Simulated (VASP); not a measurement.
Input of a VASP 6.6.1 run:

The input INCAR:

```
PREC     = Accurate       # precision mode
ENCUT    = 520            # plane-wave cutoff, eV
EDIFF    = 1E-6           # SCF threshold, eV
ISMEAR   = 0              # smearing method
SIGMA    = 0.15           # smearing width, eV
LREAL    = F              # projectors in reciprocal space
LASPH    = T              # aspherical terms in the spheres
NELM     = 80             # most SCF steps
ALGO     = Normal         # electronic algorithm
ISIF     = 2              # what is computed and relaxed
LWAVE    = F              # write WAVECAR
LCHARG   = T              # write CHGCAR
GGA      = PS             # functional
LELF     = T              # ELF
LVHAR    = T            
NBANDS   = 8              # bands
```

File KPOINTS:

```
Automatic mesh
0
Gamma
  16 16 16
```

The input POSCAR:

```
Sb
1.0
    3.4128000000      0.0000000000      0.0000000000
    0.0000000000      3.4128000000      0.0000000000
    0.0000000000      0.0000000000      3.0336000000
Sb
1
Direct
    0.0000000000      0.0000000000      0.0000000000
```

Potentials or basis: VASP PAW PBE potentials, release 64 (Sb).

Run with:

```sh
$ cat potpaw_PBE.64/Sb/POTCAR > POTCAR
$ mpirun -np 1 vasp_std > vasp.out
```

Q: Estimate the pressure.

A: -7.1 GPa.

Stress tensor (GPa, compression positive):
```
-9.86  0.00  0.00
 0.00 -9.86  0.00
 0.00  0.00 -1.54
```

Caveat: the cell differs from its parent crystal (strain +0.080 along x and y, -0.040 along z); the PAW data sets were made with another functional, which shifts forces and pressure a little.
